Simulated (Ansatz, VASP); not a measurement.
# Rh in VASP and in Ansatz

```
Rh
1.0
     0.00000    1.88879    1.88879
     1.88879    0.00000    1.88879
     1.88879    1.88879    0.00000
Rh
1
Direct
  0.00000 0.00000 0.00000
```

Change from the starting cell: volume scaled by 0.98, crystal datasets.

Alike in both runs: task electric field gradients; functional PBEsol; k mesh 16 × 16 × 16; occupations fermi-dirac, width 0.08 eV; no spin polarisation.

|  | VASP | Ansatz |
| --- | --- | --- |
| version | VASP 6.6.1 | Ansatz 0.2.0 |
| potentials or method | VASP PAW PBE potentials, release 64 (Rh_pv), cutoff 520 eV | all-electron PAW with datasets made for the crystal, scalar-relativistic |

```csv
,VASP,Ansatz,Ansatz less VASP
pressure (GPa),0.8,0.8,+0.06
```

VASP's potentials were made for PBE, not for PBEsol. Ansatz ran all-electron here, and VASP with PAW potentials.
